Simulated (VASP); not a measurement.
# MgF2 (P4_2/mnm) in VASP: notebook

Aim: see how the results for MgF2 move with the level of theory and the settings. Levels: r2SCAN, PBE, PBEsol. Tasks: single point, relaxation of cell and atoms.

Everything below comes from runs of VASP 6.6.1. Logs are shortened: lines on timing, memory, paths and dates and some standing lists are left out, and cuts for length are marked.

### Step 1. The cell of the first run

The structure is tetragonal, space group P4_2/mnm (No. 136). The conventional cell has a = 4.622 Å, b = 4.622 Å, c = 3.046 Å, α = 90.00°, β = 90.00°, γ = 90.00°. Within 2.6 Å of Mg (site symmetry mmm) lie 6 F at 1.98 to 1.99 Å. F (site symmetry m2m) has 3 Mg at 1.98 to 1.99 Å and 1 F at 2.58 Å within 2.6 Å.

### Step 2. Single point, r2SCAN

Input file POSCAR:

```
MgF2
1.0
    4.6220162608      0.0000000000      0.0000000000
    0.0000000000      4.6220162608      0.0000000000
    0.0000000000      0.0000000000      3.0461115451
Mg F
2 4
Direct
    0.0000000000      0.0000000000      0.0000000000
    0.5000000000      0.5000000000      0.5000000000
    0.3029506050      0.3029506050      0.0000000000
    0.1970493950      0.8029506050      0.5000000000
    0.6970493950      0.6970493950      0.0000000000
    0.8029506050      0.1970493950      0.5000000000
```

Input file INCAR.step1:

```
PREC     = Accurate       # precision mode
ENCUT    = 660            # plane-wave cutoff, eV
ISMEAR   = -1             # smearing method
SIGMA    = 0.02           # smearing width, eV
LREAL    = False          # projectors in reciprocal space
LASPH    = True           # aspherical terms in the spheres
NELM     = 120            # most SCF steps
NBANDS   = 25             # bands
GGA      = PE             # functional
ALGO     = Normal         # electronic algorithm
EDIFF    = 1E-5           # SCF threshold, eV
LWAVE    = True           # write WAVECAR
LCHARG   = False          # write CHGCAR
GGA_COMPAT= False
```

Input file INCAR.step2:

```
PREC     = Accurate       # precision mode
ENCUT    = 660            # plane-wave cutoff, eV
EDIFF    = 1E-6           # SCF threshold, eV
ISMEAR   = -1             # smearing method
SIGMA    = 0.02           # smearing width, eV
LREAL    = False          # projectors in reciprocal space
LASPH    = True           # aspherical terms in the spheres
NELM     = 120            # most SCF steps
ALGO     = Normal         # electronic algorithm
ISIF     = 2              # what is computed and relaxed
LWAVE    = False          # write WAVECAR
LCHARG   = False          # write CHGCAR
METAGGA  = R2SCAN         # meta-GGA
LMIXTAU  = True         
NBANDS   = 25             # bands
ISTART   = 1            
GGA_COMPAT= False
```

Input file KPOINTS:

```
Automatic mesh
0
Gamma
  6 6 8
```

Potentials or basis: VASP PAW PBE potentials, release 64 (Mg, F).

Command:

```console
$ cat potpaw_PBE.64/Mg/POTCAR potpaw_PBE.64/F/POTCAR > POTCAR
$ cp INCAR.step1 INCAR
$ mpirun -np 1 vasp_std > vasp.out
$ cp INCAR.step2 INCAR
$ mpirun -np 1 vasp_std > vasp.out
```

OUTCAR:

```text
PREC = Accurate
   ENCUT = 660
   EDIFF = 1E-6
   ISMEAR = -1
   LREAL = False
   LASPH = True
   NELM = 120
   ISIF = 2
   METAGGA = R2SCAN
   ISTART = 1

 ion  position               nearest neighbor table
   1  0.000  0.000  0.000-   3 1.98   5 1.98   4 1.99   6 1.99   4 1.99   6 1.99   2 3.61   2 3.61
                             2 3.61   2 3.61   2 3.61   2 3.61   2 3.61   2 3.61
   2  0.500  0.500  0.500-   4 1.98   6 1.98   5 1.99   3 1.99   3 1.99   5 1.99   1 3.61   1 3.61
                             1 3.61   1 3.61   1 3.61   1 3.61   1 3.61   1 3.61
   3  0.303  0.303  0.000-   1 1.98   2 1.99   2 1.99
   4  0.197  0.803  0.500-   2 1.98   1 1.99   1 1.99
   5  0.697  0.697  0.000-   1 1.98   2 1.99   2 1.99
   6  0.803  0.197  0.500-   2 1.98   1 1.99   1 1.99

  LATTYP: Found a simple tetragonal cell.
 ALAT       =     4.6220162608
 C/A-ratio  =     0.6590438833

  Lattice vectors:

 A1 = (   4.6220162608,   0.0000000000,   0.0000000000)
 A2 = (   0.0000000000,   4.6220162608,   0.0000000000)
 A3 = (   0.0000000000,   0.0000000000,   3.0461115451)

Analysis of symmetry for initial positions (statically):
=====================================================================
 Subroutine PRICEL returns:
 Original cell was already a primitive cell.

 Routine SETGRP: Setting up the symmetry group for a
 simple tetragonal supercell.

 Subroutine GETGRP returns: Found 16 space group operations
 (whereof  8 operations were pure point group operations)
 out of a pool of 16 trial point group operations.

The static configuration has the point symmetry D_2h.
 The point group associated with its full space group is D_4h.

Analysis of symmetry for dynamics (positions and initial velocities):
=====================================================================
 Subroutine PRICEL returns:
 Original cell was already a primitive cell.

 Routine SETGRP: Setting up the symmetry group for a
 simple tetragonal supercell.

 Subroutine GETGRP returns: Found 16 space group operations
 (whereof  8 operations were pure point group operations)
 out of a pool of 16 trial point group operations.

The dynamic configuration has the point symmetry D_2h.
 The point group associated with its full space group is D_4h.

 Subroutine INISYM returns: Found 16 space group operations
 (whereof  8 operations are pure point group operations),
 and found     1 'primitive' translations

----------------------------------------------------------------------------------------

                                     Primitive cell

  volume of cell :      65.0742

  direct lattice vectors                    reciprocal lattice vectors
     4.622016261  0.000000000  0.000000000     0.216355794  0.000000000  0.000000000
     0.000000000  4.622016261  0.000000000     0.000000000  0.216355794  0.000000000
     0.000000000  0.000000000  3.046111545     0.000000000  0.000000000  0.328287387

  length of vectors
     4.622016261  4.622016261  3.046111545     0.216355794  0.216355794  0.328287387

  position of ions in fractional coordinates (direct lattice)
     0.000000000  0.000000000  0.000000000
     0.500000000  0.500000000  0.500000000
     0.302950605  0.302950605  0.000000000
     0.197049395  0.802950605  0.500000000
     0.697049395  0.697049395  0.000000000
     0.802950605  0.197049395  0.500000000

  ion indices of the primitive-cell ions
   primitive index   ion index
                 1           1
                 2           2
                 3           3
                 4           4
                 5           5
                 6           6

----------------------------------------------------------------------------------------

 KPOINTS: Automatic mesh

Automatic generation of k-mesh.
 Grid dimensions read from file:
 generate k-points for:    6    6    8

 Generating k-lattice:

  Cartesian coordinates                     Fractional coordinates (reciprocal lattice)
     0.036059299  0.000000000  0.000000000     0.166666667  0.000000000  0.000000000
     0.000000000  0.036059299  0.000000000     0.000000000  0.166666667  0.000000000
     0.000000000  0.000000000  0.041035923     0.000000000  0.000000000  0.125000000

  Length of vectors
     0.036059299  0.036059299  0.041035923

  Shift w.r.t. Gamma in fractional coordinates (k-lattice)
     0.000000000  0.000000000  0.000000000

 Subroutine IBZKPT returns following result:
 ===========================================

 Found     50 irreducible k-points:

 Following reciprocal coordinates:
            Coordinates               Weight
  0.000000  0.000000  0.000000      1.000000
  0.166667  0.000000  0.000000      4.000000
  0.333333  0.000000  0.000000      4.000000
  0.500000  0.000000  0.000000      2.000000
  0.166667  0.166667  0.000000      4.000000
  0.333333  0.166667  0.000000      8.000000
[... 16 lines left out ...]
  0.333333  0.000000  0.250000      8.000000
  0.500000  0.000000  0.250000      4.000000
 [... further k-points ...]
   k-points           NKPTS =     50   k-points in BZ     NKDIM =     50   number of bands    NBANDS=     25
   number of dos      NEDOS =    301   number of ions     NIONS =      6
   total plane-waves  NPLWV =  44800
   dimension x,y,z NGX =    40 NGY =   40 NGZ =   28
   dimension x,y,z NGXF=    80 NGYF=   80 NGZF=   56
   ions per type =               2   4
   NGX,Y,Z   is equivalent  to a cutoff of  14.39, 14.39, 15.28 a.u.
   NGXF,Y,Z  is equivalent  to a cutoff of  28.77, 28.77, 30.56 a.u.
 SYSTEM =  unknown system
   PREC   = accura    normal or accurate (medium, high low for compatibility)
   ISTART =      1    job   : 0-new  1-cont  2-samecut
   ICHARG =      0    charge: 1-file 2-atom 10-const
   ISPIN  =      1    spin polarized calculation?
   LNONCOLLINEAR =      F non collinear calculations
   LSORBIT =      F    spin-orbit coupling
   LASPH  =      T    aspherical Exc in radial PAW
   ENCUT  =  660.0 eV  48.51 Ry    6.96 a.u.   9.68  9.68  6.38*2*pi/ulx,y,z
   NELM   =    120;   NELMIN=  2; NELMDL=  0     # of ELM steps
   EDIFF  = 0.1E-05   stopping-criterion for ELM
   LREAL  =      F    real-space projection
   EDIFFG = 0.1E-04   stopping-criterion for IOM
   NSW    =      0    number of steps for IOM
   IBRION =     -1    ionic relax: 0-MD 1-quasi-New 2-CG
   NFREE  =      0    steps in history (QN), initial steepest desc. (CG)
   ISIF   =      2    stress and relaxation
   ISYM   =      2    0-nonsym 1-usesym 2-fastsym
   POTIM  = 0.5000    time-step for ionic-motion
   TEBEG  =    0.0;   TEEND  =   0.0 temperature during run
   PSTRESS=    0.0 pullay stress
   NELECT =      32.0000    total number of electrons
   NUPDOWN=      -1.0000    fix difference up-down
   EMIN   =  10.00;   EMAX   =-10.00  energy-range for DOS
   EFERMI =   0.00;   METHOD = LEGACY
   ISMEAR =    -1;   SIGMA  =   0.02  broadening in eV -4-tet -1-fermi 0-gaus
   EFERMI_NEDOS =   21; number of points for ismear=-14 and -15
   IALGO  =     38    algorithm
   IMIX   =      4    mixing-type and parameters
     AMIX     =   0.40;   BMIX     =  1.00
     AMIX_MAG =   1.60;   BMIX_MAG =  1.00
  volume/ion in A,a.u.               =      10.85        73.19
  Fermi-wavevector in a.u.,A,eV,Ry     =   1.292177  2.441860 22.717929  1.669721
  Thomas-Fermi vector in A             =   2.423901
   LORBIT       =      0    0 simple, 1 ext, 2 COOP (PROOUT), +10 PAW based schemes
   METAGGA = R2SCAN    functional components
   LHFCALC =     F    Hartree Fock is set to
   AEXX    =    0.0000 exact exchange contribution
   IVDW    =     0    specifies the selected vdW correction
   LEPSILON=     F    determine dielectric tensor
   LRPA    =     F    only Hartree local field effects (RPA)
 non-spin polarized calculation
  energy-cutoff  :      660.00
  volume of cell :       65.07
 maximum number of plane-waves:      2541
 NGX is ok and might be reduce to    40
   NGX = 19   NGY = 19   NGZ = 13

 number of electron      32.0000012 magnetization

 Free energy of the ion-electron system (eV)
  ---------------------------------------------------
  ext. energy  EPLUGINS =         0.00000000
  ---------------------------------------------------
  free energy    TOTEN  =       -43.85863785 eV

  energy without entropy =      -43.85863785  energy(sigma->0) =      -43.85863785

 E-fermi :  -1.4300     XC(G=0): -10.2569

 val. band max:       -1.8486694035   @ k =   0.0000   0.0000   0.0000
 cond. band min:       6.1850999074   @ k =   0.0000   0.0000   0.0000
 fundamental gap:      8.0337693108
 Fermi energy:        -1.4299688875

 k-point     1 :       0.0000    0.0000    0.0000
  band No.  band energies     occupation
      1     -23.7208      2.00000
      2     -22.9385      2.00000
      3     -22.9385      2.00000
      4     -22.8483      2.00000
      5      -5.8987      2.00000
      6      -4.3664      2.00000
[... 17 lines left out ...]
     24      17.9974      0.00000
     25      17.9974      0.00000

 k-point     2 :       0.1667    0.0000    0.0000
  band No.  band energies     occupation
      1     -23.6772      2.00000
      2     -23.0229      2.00000
      3     -22.9264      2.00000
      4     -22.8253      2.00000
      5      -5.7972      2.00000
      6      -4.3257      2.00000
[... 17 lines left out ...]
     24      17.7096      0.00000
     25      18.0827      0.00000

 k-point     3 :       0.3333    0.0000    0.0000
  band No.  band energies     occupation
      1     -23.5550      2.00000
      2     -23.1882      2.00000
      3     -22.8944      2.00000
      4     -22.8253      2.00000
      5      -5.5292      2.00000
      6      -4.7419      2.00000
[... 552 lines left out ...]
 k-point    23 :       0.3333    0.0000    0.2500
  band No.  band energies     occupation
      1     -23.3917      2.00000
      2     -23.1080      2.00000
      3     -22.8799      2.00000
      4     -22.8508      2.00000
      5      -5.2385      2.00000
      6      -4.6195      2.00000
[... 17 lines left out ...]
     24      16.0502      0.00000
     25      16.6065      0.00000

 k-point    24 :       0.5000    0.0000    0.2500
  band No.  band energies     occupation
      1     -23.2546      2.00000
      2     -23.2546      2.00000
      3     -22.8619      2.00000
      4     -22.8619      2.00000
      5      -4.9385      2.00000
      6      -4.9385      2.00000
[... 17 lines left out ...]
     24      15.5860      0.00000
     25      17.0931      0.00000

 [... further k-points ...]

------------------------ aborting loop because EDIFF is reached ----------------------------------------

  FORCE on cell =-STRESS in cart. coord.  units (eV):
  Direction    XX          YY          ZZ          XY          YZ          ZX
  --------------------------------------------------------------------------------------
  -------------------------------------------------------------------------------------
  Total       -0.5744875     -0.5744875     -0.6298369      0.0000000      0.0000000      0.0000000
  in kB      -14.1443309    -14.1443309    -15.5070762      0.0000000      0.0000000      0.0000000
  external PRESSURE =     -14.5985793 kB  Pullay stress =       0.0000000 kB

 VOLUME and BASIS-vectors are now :
 -----------------------------------------------------------------------------
  energy-cutoff  :      660.00
  volume of cell :       65.07
      direct lattice vectors                 reciprocal lattice vectors
     4.622016261  0.000000000  0.000000000     0.216355794  0.000000000  0.000000000
     0.000000000  4.622016261  0.000000000     0.000000000  0.216355794  0.000000000
     0.000000000  0.000000000  3.046111545     0.000000000  0.000000000  0.328287387

 POSITION                                       TOTAL-FORCE (eV/Angst)
 -----------------------------------------------------------------------------------
      0.00000      0.00000      0.00000         0.000000     -0.000000     -0.000000
      2.31101      2.31101      1.52306         0.000000     -0.000000     -0.000000
      1.40024      1.40024      0.00000         0.004803      0.004803      0.000000
      0.91077      3.71125      1.52306        -0.004803      0.004803      0.000000
      3.22177      3.22177      0.00000        -0.004803     -0.004803     -0.000000
      3.71125      0.91077      1.52306         0.004803     -0.004803     -0.000000
 -----------------------------------------------------------------------------------
    total drift:                                0.000000     -0.000000     -0.000000

  FREE ENERGIE OF THE ION-ELECTRON SYSTEM (eV)
  ---------------------------------------------------
  free  energy   TOTEN  =       -43.8586378463 eV

  energy  without entropy=      -43.8586378463  energy(sigma->0) =      -43.85863785
```

Run time: 2.3 min. Hardware: 1 thread of Intel Xeon 6975P-C (Granite Rapids), shared host; peak memory 0.27 GiB.

Results:

| Property | Result |
| --- | --- |
| Free energy | -43.8586 eV |
| Pressure | -1.5 GPa |
| Largest force | 0.007 eV/Å |
| Band gap on the k mesh | 8.03 eV |

Forces in eV/Å, atoms in the order of the input:
```
Mg   0.000  0.000  0.000
Mg   0.000  0.000  0.000
F    0.005  0.005  0.000
F   -0.005  0.005  0.000
F   -0.005 -0.005  0.000
F    0.005 -0.005  0.000
```

Stress tensor (GPa, compression positive):
```
-1.41  0.00  0.00
 0.00 -1.41  0.00
 0.00  0.00 -1.55
```

Caveat: the PAW data sets were made with another functional, which shifts forces and pressure a little.

(Part 1 of 2 ends here.)
